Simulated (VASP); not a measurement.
# C (Fmmm) in VASP: further runs, part 3 of 3

VASP 6.6.1. Earlier steps stand in the parts before.

### 6 Single point, PBEsol+D3(BJ)

This run uses another cell than the first one, of 9.16 Å³/atom, 1.053 times its volume.

Input file INCAR:

```
SYSTEM = C
ALGO     = Normal         ! electronic algorithm
EDIFF    = 1E-6           ! SCF threshold, eV
ENCUT    = 520            ! plane-wave cutoff, eV
GGA      = PS             ! functional
ISIF     = 2              ! what is computed and relaxed
ISMEAR   = 0              ! smearing method
IVDW     = 12             ! dispersion correction
LASPH    = .True.         ! aspherical terms in the spheres
LCHARG   = .False.        ! write CHGCAR
LREAL    = .False.        ! projectors in reciprocal space
LWAVE    = .False.        ! write WAVECAR
NBANDS   = 11             ! bands
NELM     = 100            ! most SCF steps
PREC     = Accurate       ! precision mode
SIGMA    = 0.03           ! smearing width, eV
```

Input file KPOINTS:

```
k-points
0
Gamma
  18 18 18
  0 0 0
```

Input file POSCAR:

```
C
1.0
    0.0000000000      2.0377283794      3.8187705986
    1.1772617102      0.0000000000      3.8187705986
    1.1772617102      2.0377283794      0.0000000000
C
2
Direct
    0.1667066167      0.8332933833      0.1667066167
    0.8332933833      0.1667066167      0.8332933833
```

Potentials or basis: VASP PAW PBE potentials, release 64 (C).

Started as:

```sh
$ cat potpaw_PBE.64/C/POTCAR > POTCAR
$ mpirun -np 1 vasp_std > vasp.out
```

OUTCAR:

```text
SYSTEM = C
   EDIFF = 1E-6
   ENCUT = 520
   GGA = PS
   ISIF = 2
   ISMEAR = 0
   IVDW = 12
   LASPH = .True.
   LREAL = .False.
   NELM = 100
   PREC = Accurate
 IVDW          = 12

 ion  position               nearest neighbor table
   1  0.167  0.833  0.167-   2 1.36   2 1.36   2 1.36
   2  0.833  0.167  0.833-   1 1.36   1 1.36   1 1.36

  LATTYP: Found a face centered orthorhombic cell.
 ALAT       =     2.3545234204
 B/A-ratio  =     1.7309051690
 C/A-ratio  =     3.2437737213

  Lattice vectors:

 A1 = (   0.0000000000,   2.0377283794,   3.8187705986)
 A2 = (   1.1772617102,   0.0000000000,   3.8187705986)
 A3 = (   1.1772617102,   2.0377283794,   0.0000000000)

Analysis of symmetry for initial positions (statically):
=====================================================================
 Subroutine PRICEL returns:
 Original cell was already a primitive cell.

 Routine SETGRP: Setting up the symmetry group for a
 face centered orthorhombic supercell.

 Subroutine GETGRP returns: Found  8 space group operations
 (whereof  8 operations were pure point group operations)
 out of a pool of  8 trial point group operations.

The static configuration has the point symmetry D_2h.

Analysis of symmetry for dynamics (positions and initial velocities):
=====================================================================
 Subroutine PRICEL returns:
 Original cell was already a primitive cell.

 Routine SETGRP: Setting up the symmetry group for a
 face centered orthorhombic supercell.

 Subroutine GETGRP returns: Found  8 space group operations
 (whereof  8 operations were pure point group operations)
 out of a pool of  8 trial point group operations.

The dynamic configuration has the point symmetry D_2h.

 Subroutine INISYM returns: Found  8 space group operations
 (whereof  8 operations are pure point group operations),
 and found     1 'primitive' translations

----------------------------------------------------------------------------------------

                                     Primitive cell

  volume of cell :      18.3220

  direct lattice vectors                    reciprocal lattice vectors
     0.000000000  2.037728379  3.818770599    -0.424714399  0.245371270  0.130932191
     1.177261710  0.000000000  3.818770599     0.424714399 -0.245371270  0.130932191
     1.177261710  2.037728379  0.000000000     0.424714399  0.245371270 -0.130932191

  length of vectors
     4.328434571  3.996117368  2.353355494     0.507673733  0.507673733  0.507673733

  position of ions in fractional coordinates (direct lattice)
     0.166706617  0.833293383  0.166706617
     0.833293383  0.166706617  0.833293383

  ion indices of the primitive-cell ions
   primitive index   ion index
                 1           1
                 2           2

----------------------------------------------------------------------------------------

 KPOINTS: k-points

Automatic generation of k-mesh.
 Grid dimensions read from file:
 generate k-points for:   18   18   18

 Generating k-lattice:

  Cartesian coordinates                     Fractional coordinates (reciprocal lattice)
[... 21 lines left out ...]
  0.222222  0.000000  0.000000      8.000000
  0.277778  0.000000  0.000000      8.000000
[... 16 lines left out ...]
 -0.277778  0.055556 -0.000000      8.000000
 -0.222222  0.055556  0.000000      8.000000
 [... further k-points ...]
   k-points           NKPTS =    865   k-points in BZ     NKDIM =    865   number of bands    NBANDS=     11
   number of dos      NEDOS =    301   number of ions     NIONS =      2
   total plane-waves  NPLWV =  17280
   dimension x,y,z NGX =    32 NGY =   30 NGZ =   18
   dimension x,y,z NGXF=    64 NGYF=   60 NGZF=   36
   ions per type =               2
   NGX,Y,Z   is equivalent  to a cutoff of  12.29, 12.48, 12.72 a.u.
   NGXF,Y,Z  is equivalent  to a cutoff of  24.58, 24.96, 25.43 a.u.
 SYSTEM =  C
   PREC   = accura    normal or accurate (medium, high low for compatibility)
   ISTART =      0    job   : 0-new  1-cont  2-samecut
   ICHARG =      2    charge: 1-file 2-atom 10-const
   ISPIN  =      1    spin polarized calculation?
   LNONCOLLINEAR =      F non collinear calculations
   LSORBIT =      F    spin-orbit coupling
   LASPH  =      T    aspherical Exc in radial PAW
   ENCUT  =  520.0 eV  38.22 Ry    6.18 a.u.   8.05  7.43  4.38*2*pi/ulx,y,z
   NELM   =    100;   NELMIN=  2; NELMDL= -5     # of ELM steps
   EDIFF  = 0.1E-05   stopping-criterion for ELM
   LREAL  =      F    real-space projection
   EDIFFG = 0.1E-04   stopping-criterion for IOM
   NSW    =      0    number of steps for IOM
   IBRION =     -1    ionic relax: 0-MD 1-quasi-New 2-CG
   NFREE  =      0    steps in history (QN), initial steepest desc. (CG)
   ISIF   =      2    stress and relaxation
   ISYM   =      2    0-nonsym 1-usesym 2-fastsym
   POTIM  = 0.5000    time-step for ionic-motion
   TEBEG  =    0.0;   TEEND  =   0.0 temperature during run
   PSTRESS=    0.0 pullay stress
   NELECT =       8.0000    total number of electrons
   NUPDOWN=      -1.0000    fix difference up-down
   EMIN   =  10.00;   EMAX   =-10.00  energy-range for DOS
   EFERMI =   0.00;   METHOD = LEGACY
   ISMEAR =     0;   SIGMA  =   0.03  broadening in eV -4-tet -1-fermi 0-gaus
   EFERMI_NEDOS =   21; number of points for ismear=-14 and -15
   IALGO  =     38    algorithm
   IMIX   =      4    mixing-type and parameters
     AMIX     =   0.40;   BMIX     =  1.00
     AMIX_MAG =   1.60;   BMIX_MAG =  1.00
  volume/ion in A,a.u.               =       9.16        61.82
  Fermi-wavevector in a.u.,A,eV,Ry     =   1.241978  2.346998 20.987110  1.542509
  Thomas-Fermi vector in A             =   2.376352
   LORBIT       =      0    0 simple, 1 ext, 2 COOP (PROOUT), +10 PAW based schemes
   GGA     = PS    functional components
   LHFCALC =     F    Hartree Fock is set to
   AEXX    =    0.0000 exact exchange contribution
   IVDW    =    12    specifies the selected vdW correction
   LEPSILON=     F    determine dielectric tensor
   LRPA    =     F    only Hartree local field effects (RPA)
 non-spin polarized calculation
 Gauss-broadening in eV      SIGMA  =   0.03
  energy-cutoff  :      520.00
  volume of cell :       18.32
 maximum number of plane-waves:       514
   NGX = 17   NGY = 15   NGZ =  9

 number of electron       7.9999999 magnetization

 Free energy of the ion-electron system (eV)
  ---------------------------------------------------
  ext. energy  EPLUGINS =         0.00000000
  ---------------------------------------------------
  free energy    TOTEN  =       -18.99417565 eV

  energy without entropy =      -18.99415405  energy(sigma->0) =      -18.99416485

 E-fermi :   4.3423     XC(G=0):  -9.8670

 val. band max:        4.3259912682   @ k =  -0.2778   0.0556   0.3333
 cond. band min:       4.3581950207   @ k =  -0.2222   0.1111   0.3333
 fundamental gap:      0.0322037525
 Fermi energy:         4.3423409725

 k-point     1 :       0.0000    0.0000    0.0000
  band No.  band energies     occupation
      1     -16.3228      2.00000
      2      -3.8169      2.00000
      3       1.4292      2.00000
      4       1.4393      2.00000
      5       7.1492      0.00000
      6      13.5968      0.00000
      7      13.6104      0.00000
      8      17.5723      0.00000
      9      20.3103      0.00000
     10      24.9224      0.00000
     11      28.4723      0.00000
[... 309 lines left out ...]
 k-point    24 :      -0.2222    0.0556    0.0000
  band No.  band energies     occupation
      1     -14.3531      2.00000
      2      -4.0519      2.00000
      3      -1.5432      2.00000
      4      -1.1813      2.00000
      5       9.8929      0.00000
      6      11.5419      0.00000
      7      13.5996      0.00000
      8      20.5067      0.00000
      9      22.6238      0.00000
     10      23.0914      0.00000
     11      27.6067      0.00000

 [... further k-points ...]

------------------------ aborting loop because EDIFF is reached ----------------------------------------

 Edisp (eV)   -0.18151

 E8    (eV) :    -0.0879

  FORCE on cell =-STRESS in cart. coord.  units (eV):
  Direction    XX          YY          ZZ          XY          YZ          ZX
  --------------------------------------------------------------------------------------
  -------------------------------------------------------------------------------------
  Total       6.99146     7.04150    -0.24646     0.00000     0.00000     0.00000
  in kB     611.37182   615.74789   -21.55147     0.00000     0.00000     0.00000
  external pressure =      401.86 kB  Pullay stress =        0.00 kB

 VOLUME and BASIS-vectors are now :
 -----------------------------------------------------------------------------
  energy-cutoff  :      520.00
  volume of cell :       18.32
      direct lattice vectors                 reciprocal lattice vectors
     0.000000000  2.037728379  3.818770599    -0.424714399  0.245371270  0.130932191
     1.177261710  0.000000000  3.818770599     0.424714399 -0.245371270  0.130932191
     1.177261710  2.037728379  0.000000000     0.424714399  0.245371270 -0.130932191

 POSITION                                       TOTAL-FORCE (eV/Angst)
 -----------------------------------------------------------------------------------
      1.17726      0.67941      3.81877         0.000000     -0.005413      0.000000
      1.17726      3.39605      3.81877         0.000000      0.005413      0.000000
 -----------------------------------------------------------------------------------
    total drift:                                0.000000      0.000000     -0.000000

  FREE ENERGIE OF THE ION-ELECTRON SYSTEM (eV)
  ---------------------------------------------------
  free  energy   TOTEN  =       -19.1756899626 eV

  energy  without entropy=      -19.1756683644  energy(sigma->0) =      -19.17567916
```

It took 61 s on 1 thread of Intel Xeon 6975P-C (Granite Rapids), shared host; peak memory 0.27 GiB.

What came out:

| Quantity | Value |
| --- | --- |
| Free energy | -19.1757 eV |
| Pressure | 40.2 GPa |
| Largest force | 0.005 eV/Å |
| Band gap on the k mesh | 0.03 eV, indirect (least direct gap 0.06 eV) |
| Dispersion energy per atom | -0.091 eV |

Forces on the atoms (eV/Å):
```
C    0.000 -0.005  0.000
C    0.000  0.005  0.000
```

Caveat: the PAW data sets were made with another functional, which shifts forces and pressure a little.

### 7 Overview

```csv
cell,gap on the mesh (eV),pressure (GPa)
"a = 3.861, b = 3.430, c = 2.508 Å, angles 79.5, 60.9, 39.7°, 2 atoms",0.03,-15.8
"a = 4.144, b = 3.793, c = 2.360 Å, angles 81.0, 64.7, 34.2°, 2 atoms",0.05,39.5
"a = 3.947, b = 3.544, c = 2.458 Å, angles 80.0, 62.2, 37.8°, 2 atoms",0.08,0.7
"a = 3.928, b = 3.490, c = 2.552 Å, angles 79.5, 60.9, 39.7°, 2 atoms",0.05,-27.6
"a = 4.328, b = 3.996, c = 2.353 Å, angles 81.5, 65.9, 32.5°, 2 atoms",0.03,40.2
```

Alike in all rows: task single point; level PBEsol+D3(BJ); potentials or basis VASP PAW PBE potentials, release 64 (C); no spin polarisation; k mesh 18 × 18 × 18; cutoff (eV) 520; smearing gaussian 0.03 eV.

Caveats: the PAW data sets were made with another functional, which shifts forces and pressure a little.

Absolute energies hang on the potentials; compare differences alone.
